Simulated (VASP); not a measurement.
# GaSb (F-43m) in VASP: a series of runs, part 2 of 2

VASP 6.6.1.

## (3) Single point, PBE+D3(BJ)

This run uses another cell than the first one, of 28.78 Å³/atom, 0.996 times its volume.

File INCAR:

```
SYSTEM = GaSb
  ALGO = Normal
  EDIFF = 1E-7
  ENCUT = 520
  GGA = PE
  ISIF = 2
  ISMEAR = 0
  IVDW = 12
  LASPH = .TRUE.
  LCHARG = .FALSE.
  LREAL = .FALSE.
  LWAVE = .FALSE.
  NBANDS = 16
  NELM = 80
  PREC = Accurate
  SIGMA = 0.1
```

File KPOINTS:

```
k-points
0
G
  16 16 16
  0 0 0
```

File POSCAR:

```
GaSb
1.0
    0.0000000000      3.0645834839      3.0645834839
    3.0645834839      0.0000000000      3.0645834839
    3.0645834839      3.0645834839      0.0000000000
Ga Sb
1 1
Direct
    0.0000000000      0.0000000000      0.0000000000
    0.7500000000      0.7500000000      0.7500000000
```

Potentials or basis: VASP PAW PBE potentials, release 64 (Ga_d, Sb).

Started as:

```bash
cat potpaw_PBE.64/Ga_d/POTCAR potpaw_PBE.64/Sb/POTCAR > POTCAR
mpirun -np 1 vasp_std > vasp.out
```

OUTCAR:

```text
SYSTEM = GaSb
   EDIFF = 1E-7
   ENCUT = 520
   GGA = PE
   ISIF = 2
   ISMEAR = 0
   IVDW = 12
   LASPH = .TRUE.
   LREAL = .FALSE.
   NELM = 80
   PREC = Accurate
 IVDW          = 12

 ion  position               nearest neighbor table
   1  0.000  0.000  0.000-   2 2.65   2 2.65   2 2.65   2 2.65
   2  0.750  0.750  0.750-   1 2.65   1 2.65   1 2.65   1 2.65

  LATTYP: Found a face centered cubic cell.
 ALAT       =     6.1291669678

  Lattice vectors:

 A1 = (   0.0000000000,   3.0645834839,   3.0645834839)
 A2 = (   3.0645834839,   0.0000000000,   3.0645834839)
 A3 = (   3.0645834839,   3.0645834839,   0.0000000000)

Analysis of symmetry for initial positions (statically):
=====================================================================
 Subroutine PRICEL returns:
 Original cell was already a primitive cell.

 Routine SETGRP: Setting up the symmetry group for a
 face centered cubic supercell.

 Subroutine GETGRP returns: Found 24 space group operations
 (whereof 24 operations were pure point group operations)
 out of a pool of 48 trial point group operations.

The static configuration has the point symmetry T_d .

Analysis of symmetry for dynamics (positions and initial velocities):
=====================================================================
 Subroutine PRICEL returns:
 Original cell was already a primitive cell.

 Routine SETGRP: Setting up the symmetry group for a
 face centered cubic supercell.

 Subroutine GETGRP returns: Found 24 space group operations
 (whereof 24 operations were pure point group operations)
 out of a pool of 48 trial point group operations.

The dynamic configuration has the point symmetry T_d .

 Subroutine INISYM returns: Found 24 space group operations
 (whereof 24 operations are pure point group operations),
 and found     1 'primitive' translations

----------------------------------------------------------------------------------------

                                     Primitive cell

  volume of cell :      57.5631

  direct lattice vectors                    reciprocal lattice vectors
     0.000000000  3.064583484  3.064583484    -0.163154309  0.163154309  0.163154309
     3.064583484  0.000000000  3.064583484     0.163154309 -0.163154309  0.163154309
     3.064583484  3.064583484  0.000000000     0.163154309  0.163154309 -0.163154309

  length of vectors
     4.333975526  4.333975526  4.333975526     0.282591552  0.282591552  0.282591552

  position of ions in fractional coordinates (direct lattice)
     0.000000000  0.000000000  0.000000000
     0.750000000  0.750000000  0.750000000

  ion indices of the primitive-cell ions
   primitive index   ion index
                 1           1
                 2           2

----------------------------------------------------------------------------------------

 KPOINTS: k-points

Automatic generation of k-mesh.
 Grid dimensions read from file:
 generate k-points for:   16   16   16

 Generating k-lattice:

  Cartesian coordinates                     Fractional coordinates (reciprocal lattice)
    -0.010197144  0.010197144  0.010197144     0.062500000  0.000000000  0.000000000
     0.010197144 -0.010197144  0.010197144     0.000000000  0.062500000  0.000000000
     0.010197144  0.010197144 -0.010197144     0.000000000  0.000000000  0.062500000

  Length of vectors
     0.017661972  0.017661972  0.017661972

  Shift w.r.t. Gamma in fractional coordinates (k-lattice)
     0.000000000  0.000000000  0.000000000

 Subroutine IBZKPT returns following result:
 ===========================================

 Found    145 irreducible k-points:

 Following reciprocal coordinates:
            Coordinates               Weight
  0.000000  0.000000  0.000000      1.000000
  0.062500  0.000000  0.000000      8.000000
  0.125000  0.000000  0.000000      8.000000
  0.187500  0.000000  0.000000      8.000000
  0.250000  0.000000  0.000000      8.000000
  0.312500  0.000000  0.000000      8.000000
[... 16 lines left out ...]
 -0.125000  0.062500  0.000000     24.000000
 -0.062500  0.062500  0.000000     12.000000
 [... further k-points ...]
   k-points           NKPTS =    145   k-points in BZ     NKDIM =    145   number of bands    NBANDS=     16
   number of dos      NEDOS =    301   number of ions     NIONS =      2
   total plane-waves  NPLWV =  32768
   dimension x,y,z NGX =    32 NGY =   32 NGZ =   32
   dimension x,y,z NGXF=    64 NGYF=   64 NGZF=   64
   ions per type =               1   1
   NGX,Y,Z   is equivalent  to a cutoff of  12.27, 12.27, 12.27 a.u.
   NGXF,Y,Z  is equivalent  to a cutoff of  24.55, 24.55, 24.55 a.u.
 SYSTEM =  GaSb
   PREC   = accura    normal or accurate (medium, high low for compatibility)
   ISTART =      0    job   : 0-new  1-cont  2-samecut
   ICHARG =      2    charge: 1-file 2-atom 10-const
   ISPIN  =      1    spin polarized calculation?
   LNONCOLLINEAR =      F non collinear calculations
   LSORBIT =      F    spin-orbit coupling
   LASPH  =      T    aspherical Exc in radial PAW
   ENCUT  =  520.0 eV  38.22 Ry    6.18 a.u.   8.06  8.06  8.06*2*pi/ulx,y,z
   NELM   =     80;   NELMIN=  2; NELMDL= -5     # of ELM steps
   EDIFF  = 0.1E-06   stopping-criterion for ELM
   LREAL  =      F    real-space projection
   EDIFFG = 0.1E-05   stopping-criterion for IOM
   NSW    =      0    number of steps for IOM
   IBRION =     -1    ionic relax: 0-MD 1-quasi-New 2-CG
   NFREE  =      0    steps in history (QN), initial steepest desc. (CG)
   ISIF   =      2    stress and relaxation
   ISYM   =      2    0-nonsym 1-usesym 2-fastsym
   POTIM  = 0.5000    time-step for ionic-motion
   TEBEG  =    0.0;   TEEND  =   0.0 temperature during run
   PSTRESS=    0.0 pullay stress
   NELECT =      18.0000    total number of electrons
   NUPDOWN=      -1.0000    fix difference up-down
   EMIN   =  10.00;   EMAX   =-10.00  energy-range for DOS
   EFERMI =   0.00;   METHOD = LEGACY
   ISMEAR =     0;   SIGMA  =   0.10  broadening in eV -4-tet -1-fermi 0-gaus
   EFERMI_NEDOS =   21; number of points for ismear=-14 and -15
   IALGO  =     38    algorithm
   IMIX   =      4    mixing-type and parameters
     AMIX     =   0.40;   BMIX     =  1.00
     AMIX_MAG =   1.60;   BMIX_MAG =  1.00
  volume/ion in A,a.u.               =      28.78       194.23
  Fermi-wavevector in a.u.,A,eV,Ry     =   1.111179  2.099825 16.799383  1.234720
  Thomas-Fermi vector in A             =   2.247740
   LORBIT       =      0    0 simple, 1 ext, 2 COOP (PROOUT), +10 PAW based schemes
   GGA     = PE    functional components
   LHFCALC =     F    Hartree Fock is set to
   AEXX    =    0.0000 exact exchange contribution
   IVDW    =    12    specifies the selected vdW correction
   LEPSILON=     F    determine dielectric tensor
   LRPA    =     F    only Hartree local field effects (RPA)
 non-spin polarized calculation
 Gauss-broadening in eV      SIGMA  =   0.10
  energy-cutoff  :      520.00
  volume of cell :       57.56
 maximum number of plane-waves:      1572
   NGX = 17   NGY = 17   NGZ = 17

 number of electron      17.9999988 magnetization

 Free energy of the ion-electron system (eV)
  ---------------------------------------------------
  ext. energy  EPLUGINS =         0.00000000
  ---------------------------------------------------
  free energy    TOTEN  =        -7.35785419 eV

  energy without entropy =       -7.35778374  energy(sigma->0) =       -7.35781896

 E-fermi :   4.8923     XC(G=0):  -9.0660

 val. band max:        4.8128909330   @ k =   0.0000   0.0000   0.0000
 cond. band min:       5.2055410912   @ k =   0.5000   0.0000   0.0000
 fundamental gap:      0.3926501581
 Fermi energy:         4.8922600057

 k-point     1 :       0.0000    0.0000    0.0000
  band No.  band energies     occupation
      1     -10.2087      2.00000
      2     -10.2087      2.00000
      3     -10.2087      2.00000
      4     -10.1598      2.00000
      5     -10.1598      2.00000
      6      -6.6254      2.00000
[... 8 lines left out ...]
     15      13.3952      0.00000
     16      13.3952      0.00000
[... 419 lines left out ...]
 k-point    24 :      -0.0625    0.0625    0.0000
  band No.  band energies     occupation
      1     -10.2117      2.00000
      2     -10.2077      2.00000
      3     -10.2070      2.00000
      4     -10.1601      2.00000
      5     -10.1597      2.00000
      6      -6.5191      2.00000
[... 8 lines left out ...]
     15      12.5077      0.00000
     16      12.9124      0.00000

 [... further k-points ...]

------------------------ aborting loop because EDIFF is reached ----------------------------------------

 Edisp (eV)   -0.66099

 E8    (eV) :    -0.3100

  FORCE on cell =-STRESS in cart. coord.  units (eV):
  Direction    XX          YY          ZZ          XY          YZ          ZX
  --------------------------------------------------------------------------------------
  -------------------------------------------------------------------------------------
  Total       0.03145     0.03145     0.03145    -0.00000     0.00000    -0.00000
  in kB       0.87536     0.87536     0.87536    -0.00000     0.00000    -0.00000
  external pressure =        0.88 kB  Pullay stress =        0.00 kB

 VOLUME and BASIS-vectors are now :
 -----------------------------------------------------------------------------
  energy-cutoff  :      520.00
  volume of cell :       57.56
      direct lattice vectors                 reciprocal lattice vectors
     0.000000000  3.064583484  3.064583484    -0.163154309  0.163154309  0.163154309
     3.064583484  0.000000000  3.064583484     0.163154309 -0.163154309  0.163154309
     3.064583484  3.064583484  0.000000000     0.163154309  0.163154309 -0.163154309

 POSITION                                       TOTAL-FORCE (eV/Angst)
 -----------------------------------------------------------------------------------
      0.00000      0.00000      0.00000        -0.000000     -0.000000     -0.000000
      4.59688      4.59688      4.59688         0.000000      0.000000      0.000000
 -----------------------------------------------------------------------------------
    total drift:                               -0.000002     -0.000002     -0.000002

  FREE ENERGIE OF THE ION-ELECTRON SYSTEM (eV)
  ---------------------------------------------------
  free  energy   TOTEN  =        -8.0188428661 eV

  energy  without entropy=       -8.0187724132  energy(sigma->0) =       -8.01880764
```

Run time: 48 s. Hardware: 1 thread of Intel Xeon Platinum 8488C (Sapphire Rapids), shared host; peak memory 0.28 GiB.

What came out:

| Property | Result |
| --- | --- |
| Free energy | -8.0188 eV |
| Pressure | 0.1 GPa |
| Band gap on the k mesh | zero (filled and empty bands touch) |
| Dispersion energy per atom | -0.330 eV |

Caveat: spin-orbit coupling is left out, which moves the levels of the heavy elements; pairwise dispersion overbinds metals, which lowers pressure and volume.

## (4) Relaxation of cell and atoms, PBE+D3(BJ)

File INCAR:

```
ALGO = Normal
EDIFF = 1E-6
EDIFFG = -0.01
ENCUT = 600
GGA = PE
IBRION = 2
ISIF = 3
ISMEAR = 0
IVDW = 12
LASPH = T
LCHARG = F
LREAL = F
LWAVE = F
NELM = 80
NSW = 100
PREC = Accurate
SIGMA = 0.1
```

File KPOINTS:

```
k-points
0
Gamma
  16 16 16
```

File POSCAR:

```
GaSb
1.0
    0.0000000000      3.0686042300      3.0686042300
    3.0686042300      0.0000000000      3.0686042300
    3.0686042300      3.0686042300      0.0000000000
Ga Sb
1 1
Direct
    0.0000000000      0.0000000000      0.0000000000
    0.7500000000      0.7500000000      0.7500000000
```

Started as:

```bash
cat potpaw_PBE.64/Ga_d/POTCAR potpaw_PBE.64/Sb/POTCAR > POTCAR
mpirun -np 1 vasp_std > vasp.out
```

It took 1.8 min on 1 thread of Intel Xeon Platinum 8488C (Sapphire Rapids), shared host; peak memory 0.32 GiB.

The run converged. Its results:

| Quantity | Value |
| --- | --- |
| Free energy | -8.0187 eV |
| Relaxed volume | 28.82 Å³/atom |
| Relaxed cell | a = 4.336 Å, b = 4.336 Å, c = 4.336 Å, α = 60.00°, β = 60.00°, γ = 60.00° |
| Space group after relaxing (to 0.05 Å) | F-43m (No. 216) |
| Energy gained by relaxing | 0.0 meV/atom |
| Ionic steps | 3 |
| Pressure after relaxing | 0.0 GPa |
| Band gap on the k mesh | zero (filled and empty bands touch) |
| Dispersion energy per atom | -0.330 eV |

Final structure:
```yaml
crystal:
  lattice:
    - [0.00000, 3.06592, 3.06592]
    - [3.06592, 0.00000, 3.06592]
    - [3.06592, 3.06592, 0.00000]
  atoms:
    - { symbol: Ga, position: [0.00000, 0.00000, 0.00000] }
    - { symbol: Sb, position: [0.75000, 0.75000, 0.75000] }
```

Levels at points of the mesh, in eV from the Fermi level:
| k point | band 5 | band 6 | band 7 | band 8 | band 9 | band 10 | band 11 | band 12 | band 13 |
| --- | --- | --- | --- | --- | --- | --- | --- | --- | --- |
| (0.00, 0.00, 0.00) | -15.05 | -11.51 | -0.09 | -0.08 | -0.08 | -0.08 | 2.70 | 2.70 | 2.70 |
| (0.50, 0.00, 0.00) | -15.05 | -9.90 | -6.41 | -1.22 | -1.22 | 0.31 | 3.67 | 3.67 | 6.39 |
| (0.50, 0.50, 0.00) | -15.05 | -9.08 | -6.86 | -2.63 | -2.63 | 0.83 | 1.19 | 8.56 | 8.56 |

Caveat: spin-orbit coupling is left out, which moves the levels of the heavy elements; pairwise dispersion overbinds metals, which lowers pressure and volume.

## (5) Summary

```csv
task,cell,k mesh,cutoff (eV),gap on the mesh (eV),pressure (GPa)
single point,"a = 4.340 Å, angles 60.0°, 2 atoms",6 × 6 × 6,500,none,0.0
single point,"a = 4.334 Å, angles 60.0°, 2 atoms",16 × 16 × 16,520,none,0.1
relaxation of cell and atoms,"relaxed from a = 4.340 Å, angles 60.0°, 2 atoms",16 × 16 × 16,600,none,0.0
```

Alike in all rows: level PBE+D3(BJ); potentials or basis VASP PAW PBE potentials, release 64 (Ga_d, Sb); no spin polarisation; smearing gaussian 0.1 eV.

Caveats: spin-orbit coupling is left out, which moves the levels of the heavy elements; pairwise dispersion overbinds metals, which lowers pressure and volume.

Absolute energies hang on the potentials; compare differences alone.
